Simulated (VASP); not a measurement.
Runs of VASP 6.6.1 on CdTe. The structure is that of space group F-43m (No. 216), or close to it. The cells are those of the table. 

```csv
task,level,potentials or basis,cell,k mesh,cutoff (eV),smearing,gap on the mesh (eV),pressure (GPa),relaxed volume (Å³/atom)
relaxation of cell and atoms,LDA,"VASP PAW LDA potentials, release 64 (Cd, Te)","relaxed from a = 4.681 Å, angles 60.0°, 2 atoms",10 × 10 × 10,500,methfessel-paxton 0.02 eV,0.64,0.0,33.09
single point,PBE,"VASP PAW PBE potentials, release 64 (Cd, Te)","a = 4.512 Å, angles 60.0°, 2 atoms",10 × 10 × 10,520,gaussian 0.02 eV,0.92,(a),-
single point,PBE,"VASP PAW PBE potentials, release 64 (Cd, Te)","a = 4.070 Å, angles 60.0°, 2 atoms",10 × 10 × 10,520,gaussian 0.02 eV,1.56,40.5,-
single point,PBE,"VASP PAW PBE potentials, release 64 (Cd, Te)","a = 4.253 Å, angles 60.0°, 2 atoms",10 × 10 × 10,520,gaussian 0.02 eV,(b),20.3,-
relaxation of cell and atoms,PBE,"VASP PAW PBE potentials, release 64 (Cd, Te)","relaxed from a = 4.642 Å, angles 60.0°, 2 atoms",8 × 8 × 8,600,gaussian 0.02 eV,0.58,0.0,36.31
relaxation of cell and atoms,PBE,"VASP PAW PBE potentials, release 64 (Cd, Te)","relaxed from a = 4.681 Å, angles 60.0°, 2 atoms",10 × 10 × 10,600,gaussian 0.02 eV,0.58,0.0,36.32
single point,PBE,"VASP PAW PBE potentials, release 64 (Cd, Te)","a = 4.681 Å, angles 60.0°, 2 atoms",10 × 10 × 10,520,gaussian 0.02 eV,0.58,0.1,-
single point,PBE,"VASP PAW PBE potentials, release 64 (Cd, Te)","a = 4.603 Å, angles 60.0°, 2 atoms",10 × 10 × 10,520,gaussian 0.02 eV,0.73,2.1,-
```

Alike in all rows: no spin polarisation.

Estimate the missing entries.

(a) 5.2; (b) 1.48.

Caveats: spin-orbit coupling is left out, which moves the levels of the heavy elements.

A k mesh can miss the band edges, and the runs leave out spin-orbit coupling on Cd, Te.
